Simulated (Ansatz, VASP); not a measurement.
**ScNbN: VASP beside Ansatz**

```
Nb Sc N
1.0
     3.04747    0.00000    0.00000
    -1.52373    2.63918    0.00000
     0.00000    0.00000   10.14572
Nb Sc N
2 2 2
Direct
  0.33333 0.66667 0.24743
  0.66667 0.33333 0.75257
  0.00000 0.00000 0.00000
  0.00000 0.00000 0.50000
  0.33333 0.66667 0.62781
  0.66667 0.33333 0.37219
```

Alike in both runs: task single point; functional PBE; k mesh 10 × 10 × 3; occupations fermi-dirac, width 0.05 eV; no spin polarisation.

```csv
,VASP,Ansatz
version,VASP 6.6.1,Ansatz 0.2.0
potentials or method,"VASP PAW PBE potentials, release 64 (Nb_sv, Sc_sv, N)",Ansatz PAW
plane-wave cutoff (eV),520,420
valence electrons in the cell,58,58
```

VASP gave:

| Item | Value |
| --- | --- |
| gap on the k mesh at the Fermi level (eV) | none |
| pressure (GPa) | 10.4 |
| rms of the force components (eV/Å) | 0.153 |

What did Ansatz give for the same quantities?

gap on the k mesh at the Fermi level (eV): none; pressure (GPa): 10.3; rms of the force components (eV/Å): 0.150.

Atom by atom the forces differ by 0.030 eV/Å (rms over components). A gap of «none» marks a metal or a gap that the smearing closes. With one functional, cell and mesh, what is left measures potentials, basis and numerics.
